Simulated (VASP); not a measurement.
# SiO2 (Imma) in VASP: a series of runs, part 2 of 2

VASP 6.6.1.

### 3 Single point, r2SCAN (volume scaled by 0.88, then relaxed in part)

File POSCAR:

```
SiO2
1.0
   -2.6325846706      4.1066469621      4.5303624775
    2.6325846706     -4.1066469621      4.5303624775
    2.6325846706      4.1066469621     -4.5303624775
Si O
4 8
Direct
    0.8860110457      0.8310008505      0.0550101952
    0.7240093447      0.1689991495      0.5550101952
    0.1139889543      0.1689991495      0.9449898048
    0.2759906553      0.8310008505      0.4449898048
    0.0723095717      0.8223095717      0.2500000000
    0.9276904283      0.1776904283      0.7500000000
    0.7349871349      0.5000000000      0.7349871349
    0.2650128651      0.0000000000      0.7650128651
    0.2650128651      0.5000000000      0.2650128651
    0.7349871349      0.0000000000      0.2349871349
    0.0000000000      0.0000000000      0.0000000000
    0.5000000000      0.0000000000      0.5000000000
```

File INCAR.step1:

```
  ALGO = Normal
  EDIFF = 1E-4
  ENCUT = 520
  GGA = PE
  ISMEAR = 0
  LASPH = True
  LCHARG = False
  LREAL = False
  LWAVE = True
  NBANDS = 44
  NELM = 80
  PREC = Accurate
  SIGMA = 0.02
```

File INCAR.step2:

```
  ALGO = Normal
  EDIFF = 1E-6
  ENCUT = 520
  ISIF = 2
  ISMEAR = 0
  ISTART = 1
  LASPH = True
  LCHARG = False
  LMIXTAU = True
  LREAL = False
  LWAVE = False
  METAGGA = R2SCAN
  NBANDS = 44
  NELM = 80
  PREC = Accurate
  SIGMA = 0.02
```

File KPOINTS:

```
k-points
0
Gamma
  6 6 6
```

Potentials or basis: VASP PAW PBE potentials, release 64 (Si, O).

Run with:

```sh
> cat potpaw_PBE.64/Si/POTCAR potpaw_PBE.64/O/POTCAR > POTCAR
> cp INCAR.step1 INCAR
> mpirun -np 1 vasp_std > vasp.out
> cp INCAR.step2 INCAR
> mpirun -np 1 vasp_std > vasp.out
```

OUTCAR:

```text
EDIFF = 1E-6
   ENCUT = 520
   ISIF = 2
   ISMEAR = 0
   ISTART = 1
   LASPH = True
   LREAL = False
   METAGGA = R2SCAN
   NELM = 80
   PREC = Accurate

 ion  position               nearest neighbor table
   1  0.886  0.831  0.055-  11 1.60   5 1.60   7 1.61  10 1.61   2 3.01   2 3.01
   2  0.724  0.169  0.555-  12 1.60   6 1.60  10 1.61   7 1.61   1 3.01   1 3.01
   3  0.114  0.169  0.945-  11 1.60   6 1.60   9 1.61   8 1.61   4 3.01   4 3.01
   4  0.276  0.831  0.445-  12 1.60   5 1.60   9 1.61   8 1.61   3 3.01   3 3.01
   5  0.072  0.822  0.250-   1 1.60   4 1.60
[... 1362 lines left out ...]

 VOLUME and BASIS-vectors are now :
 -----------------------------------------------------------------------------
  energy-cutoff  :      520.00
  volume of cell :      195.91
      direct lattice vectors                 reciprocal lattice vectors
    -2.632584671  4.106646962  4.530362477     0.000000000  0.121753831  0.110366445
     2.632584671 -4.106646962  4.530362477     0.189927415  0.000000000  0.110366445
     2.632584671  4.106646962 -4.530362477     0.189927415  0.121753831  0.000000000

 POSITION                                       TOTAL-FORCE (eV/Angst)
 -----------------------------------------------------------------------------------
     -0.00000      0.45181      7.52947         0.000000     -0.040509      0.030185
      0.00000      4.55846      1.53125         0.000000     -0.040509     -0.030185
      2.63258      3.65483     -2.99911        -0.000000      0.040509     -0.030185
      2.63258     -0.45181      2.99911         0.000000      0.040509      0.030185
      2.63258     -2.05332      2.92036         0.000000     -0.000000     -0.002990
     -0.00000      6.15997      1.61000        -0.000000     -0.000000      0.002990
      1.31629      3.98334      2.26518        -0.000000      0.002597      0.000000
      1.31629      4.22995     -2.26518        -0.000000     -0.002597      0.000000
      1.31629      0.12331      2.26518        -0.000000     -0.002597      0.000000
     -1.31629      3.98334      2.26518        -0.000000      0.002597      0.000000
      0.00000      0.00000      0.00000        -0.000000     -0.000000      0.000000
      0.00000      4.10665      0.00000        -0.000000     -0.000000      0.000000
 -----------------------------------------------------------------------------------
    total drift:                               -0.000000     -0.000000      0.000000

  FREE ENERGIE OF THE ION-ELECTRON SYSTEM (eV)
  ---------------------------------------------------
  free  energy   TOTEN  =      -118.9051035225 eV

  energy  without entropy=     -118.9051035225  energy(sigma->0) =     -118.90510352
```

OSZICAR.step1:

```text
N       E                     dE             d eps       ncg     rms          rms(c)
DAV:   1     0.424862596252E+03    0.42486E+03   -0.31593E+04  4056   0.130E+03
DAV:   2    -0.713687005369E+02   -0.49623E+03   -0.47714E+03  5196   0.307E+02
DAV:   3    -0.107580769340E+03   -0.36212E+02   -0.36023E+02  4952   0.887E+01
DAV:   4    -0.108099515006E+03   -0.51875E+00   -0.51766E+00  5088   0.117E+01
DAV:   5    -0.108109761579E+03   -0.10247E-01   -0.10239E-01  4952   0.160E+00    0.300E+01
DAV:   6    -0.947181970255E+02    0.13392E+02   -0.50919E+01  4580   0.327E+01    0.141E+01
DAV:   7    -0.946628359241E+02    0.55361E-01   -0.15773E+00  4984   0.510E+00    0.515E+00
DAV:   8    -0.946221620557E+02    0.40674E-01   -0.92585E-02  4932   0.181E+00    0.194E+00
DAV:   9    -0.946236728091E+02   -0.15108E-02   -0.49519E-02  4920   0.121E+00    0.402E-01
DAV:  10    -0.946274408590E+02   -0.37680E-02   -0.27158E-03  4416   0.256E-01    0.143E-01
DAV:  11    -0.946277642995E+02   -0.32344E-03   -0.82285E-04  4256   0.169E-01    0.385E-02
DAV:  12    -0.946277203757E+02    0.43924E-04   -0.34308E-05  3616   0.415E-02
   1 F= -.94627720E+02 E0= -.94627720E+02  d E =-.161403E-19
```

It took 15 min on 1 thread of Intel Xeon 6975P-C (Granite Rapids), shared host; peak memory 0.54 GiB.

What came out:

| Quantity | Value |
| --- | --- |
| Free energy | -118.9051 eV |
| Pressure | 1.2 GPa |
| Largest force | 0.051 eV/Å |
| Band gap on the k mesh | 6.14 eV, indirect (least direct gap 6.14 eV) |

Forces on the atoms (eV/Å):
```
Si   0.000 -0.041  0.030
Si   0.000 -0.041 -0.030
Si   0.000  0.041 -0.030
Si   0.000  0.041  0.030
O    0.000  0.000 -0.003
O    0.000  0.000  0.003
O    0.000  0.003  0.000
O    0.000 -0.003  0.000
O    0.000 -0.003  0.000
O    0.000  0.003  0.000
O    0.000  0.000  0.000
O    0.000  0.000  0.000
```

Caveat: the PAW data sets were made with another functional, which shifts forces and pressure a little.
